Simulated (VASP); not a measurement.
Input of a VASP 6.6.1 run:

The input INCAR:

```
SYSTEM = BN
  PREC = Accurate
  ENCUT = 600
  EDIFF = 1E-7
  ISMEAR = 0
  SIGMA = 0.02
  LREAL = .FALSE.
  LASPH = .TRUE.
  NELM = 100
  ALGO = Normal
  ISIF = 3
  LWAVE = .FALSE.
  LCHARG = .FALSE.
  GGA = PE
  IVDW = 12
  IBRION = 2
  NSW = 100
  EDIFFG = -0.005
```

KPOINTS

```
Automatic mesh
0
G
  12 12 4
  0 0 0
```

POSCAR

```
BN
1.0
    2.4982400000      0.0000000000      0.0000000000
   -1.2491200000      2.1635393048      0.0000000000
    0.0000000000      0.0000000000      6.6357000000
B N
2 2
Direct
    0.3333333333      0.6666666667      0.2500000000
    0.6666666667      0.3333333333      0.7500000000
    0.3333333333      0.6666666667      0.7500000000
    0.6666666667      0.3333333333      0.2500000000
```

Potentials or basis: VASP PAW PBE potentials, release 64 (B, N).

The run is started by

```sh
$ cat potpaw_PBE.64/B/POTCAR potpaw_PBE.64/N/POTCAR > POTCAR
$ mpirun -np 1 vasp_std > vasp.out
```

**Question.** Predict the dispersion energy per atom.

**Answer.** -0.143 eV.

**Question.** What does it give for the space group after relaxing (to 0.1 Å)?

**Answer.** P6_3/mmc (No. 194).

**Question.** What does it give for the relaxed cell?

**Answer.** a = 2.506 Å, b = 2.506 Å, c = 6.558 Å, α = 90.00°, β = 90.00°, γ = 120.00°.

**Question.** Estimate the band gap on the k mesh.

**Answer.** 4.25 eV (least direct gap 4.63 eV).

The path:
```
step  energy change (eV)  largest force (eV/Å)  pressure (GPa)  volume (Å³)
   1              0.0000                0.0000            2.25        35.87
   2              0.0069                0.0000           -4.49        36.52
   3             -0.0026                0.0000           -0.13        36.09
   4             -0.0026                0.0000           -0.08        36.09
   5             -0.0027                0.0000           -0.07        36.06
   6             -0.0028                0.0000           -0.05        35.98
   7             -0.0030                0.0000           -0.01        35.81
   8             -0.0029                0.0000            0.09        35.49
   9             -0.0030                0.0000            0.03        35.67
```

A k mesh can miss the band edges. Expect the measured gap to be larger: semilocal functionals such as PBE lack the derivative discontinuity.
